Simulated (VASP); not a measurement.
## Li8Nb7PO24 (a cell with a defect): single point with PBE

Li8Nb7PO24 (a cell with a defect):

```
CELL_PARAMETERS angstrom
2.59495 1.49820 4.67222
-5.18990 2.99639 9.34445
0.00000 -5.99278 9.34445
ATOMIC_POSITIONS crystal
Li 0.71836 0.35918 0.35918
Li 0.21836 0.10918 0.10918
Li 0.71836 0.35918 0.85918
Li 0.21836 0.10918 0.60918
Li 0.71836 0.85918 0.35918
Li 0.21836 0.60918 0.10918
Li 0.71836 0.85918 0.85918
Li 0.21836 0.60918 0.60918
Nb 0.99948 0.49974 0.49974
Nb 0.49948 0.24974 0.24974
Nb 0.99948 0.49974 0.99974
Nb 0.99948 0.99974 0.49974
Nb 0.49948 0.74974 0.24974
Nb 0.99948 0.99974 0.99974
Nb 0.49948 0.74974 0.74974
O 0.27891 0.32096 0.44476
O 0.64193 0.44476 0.13945
O 0.88951 0.13945 0.32096
O 0.38951 0.07096 0.38945
O 0.77891 0.19476 0.07096
O 0.14193 0.38945 0.19476
O 0.27891 0.32096 0.94476
O 0.64193 0.44476 0.63945
O 0.88951 0.13945 0.82096
O 0.38951 0.07096 0.88945
O 0.77891 0.19476 0.57096
O 0.14193 0.38945 0.69476
O 0.27891 0.82096 0.44476
O 0.64193 0.94476 0.13945
O 0.88951 0.63945 0.32096
O 0.38951 0.57096 0.38945
O 0.77891 0.69476 0.07096
O 0.14193 0.88945 0.19476
O 0.27891 0.82096 0.94476
O 0.64193 0.94476 0.63945
O 0.88951 0.63945 0.82096
O 0.38951 0.57096 0.88945
O 0.77891 0.69476 0.57096
O 0.14193 0.88945 0.69476
P 0.49948 0.24974 0.74974
```

```yaml
Program: VASP 6.6.1
Task: single point
Functional: PBE
Potentials_or_basis: VASP PAW PBE potentials, release 64 (Li_sv, Nb_sv, O, P)
Cutoff: 650 eV
k_mesh: 1 × 1 × 1, shifted
Occupations: gaussian, width 0.01 eV
Spin: no spin polarisation
```

* Pressure: -5.4 GPa
* Largest force: 3.823 eV/Å
* Band gap on the k mesh: 1.77 eV

Forces on the atoms (eV/Å):
```
Li  -0.044 -0.144  0.084
Li   0.019  0.143 -0.104
Li   0.140  0.026 -0.036
Li  -0.153 -0.050 -0.023
Li  -0.004 -0.009  0.006
Li   0.001  0.003 -0.003
Li  -0.091  0.123  0.087
Li   0.117 -0.119 -0.105
Nb   0.797  0.275  0.289
Nb   0.110  0.100  0.091
Nb  -0.366  0.155  0.136
Nb  -0.236 -0.488  0.309
Nb   0.132 -0.111  0.025
Nb  -0.169 -0.093  0.286
Nb  -0.277 -0.064  0.111
O   -0.243  0.100 -0.038
O    0.008  0.005  0.006
O   -0.044  0.069 -0.007
O   -0.048 -0.032 -0.052
O   -0.089 -0.202 -0.024
O   -0.044  0.073 -0.128
O    1.004  0.940 -1.274
O    0.296 -1.388 -1.166
O   -1.346  0.318 -1.322
O   -1.117  3.057  1.887
O   -2.104 -2.393  1.962
O    3.151 -0.656  2.063
O    0.025  0.079 -0.081
O   -0.014  0.119  0.061
O   -0.011 -0.002 -0.043
O   -0.096  0.177 -0.041
O    0.034 -0.036 -0.058
O   -0.058  0.112 -0.075
O    0.025  0.018  0.015
O    0.154  0.009 -0.123
O    0.115 -0.093  0.048
O   -0.005 -0.003 -0.016
O    0.170 -0.026 -0.205
O    0.229 -0.011 -0.001
P    0.034  0.019 -2.540
```

Stress tensor (GPa, compression positive):
```
-5.42  0.04 -0.06
 0.04 -5.42 -0.04
-0.06 -0.04 -5.36
```

Levels at points of the mesh, in eV from the valence-band top:
| k point | band 129 | band 130 | band 131 | band 132 | band 133 | band 134 | band 135 | band 136 |
| --- | --- | --- | --- | --- | --- | --- | --- | --- |
| (0.25, 0.25, 0.25) | -0.19 | -0.16 | -0.08 | 0.00 | 1.77 | 3.61 | 3.64 | 3.73 |

It took 9.7 min on 1 thread of Intel Xeon 8259CL, on a shared host, peak memory 0.9 GiB.

Caveat: the k points lie up to 1.14 Å⁻¹ apart, too coarse for converged energies, forces and pressures.
